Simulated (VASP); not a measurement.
Here is a VASP 6.6.1 calculation.

Contents of INCAR:

```
SYSTEM = Ti
ALGO = Normal
EDIFF = 1E-6
ENCUT = 520
GGA = PS
ISIF = 2
ISMEAR = 1
LASPH = .True.
LCHARG = .True.
LELF = .True.
LREAL = .False.
LVHAR = .True.
LWAVE = .False.
NBANDS = 12
NELM = 100
PREC = Accurate
SIGMA = 0.05
```

File KPOINTS:

```
k-points
0
Gamma
  17 17 17
  0 0 0
```

The input POSCAR:

```
Ti
1.0
    0.0000000000      2.0407494621      2.0407494621
    2.0407494621      0.0000000000      2.0407494621
    2.0407494621      2.0407494621      0.0000000000
Ti
1
Direct
    0.0000000000      0.0000000000      0.0000000000
```

Potentials or basis: VASP PAW PBE potentials, release 64 (Ti_sv).

Launch:

```console
$ cat potpaw_PBE.64/Ti_sv/POTCAR > POTCAR
$ mpirun -np 1 vasp_std > vasp.out
```

**Question.** Estimate the pressure.

**Answer.** -2.4 GPa.

**Question.** Estimate the band gap on the k mesh.

**Answer.** Zero (band 6 reaches 9.21 eV, above the bottom of band 7 at 7.84 eV).

Caveat: the PAW data sets were made with another functional, which shifts forces and pressure a little.
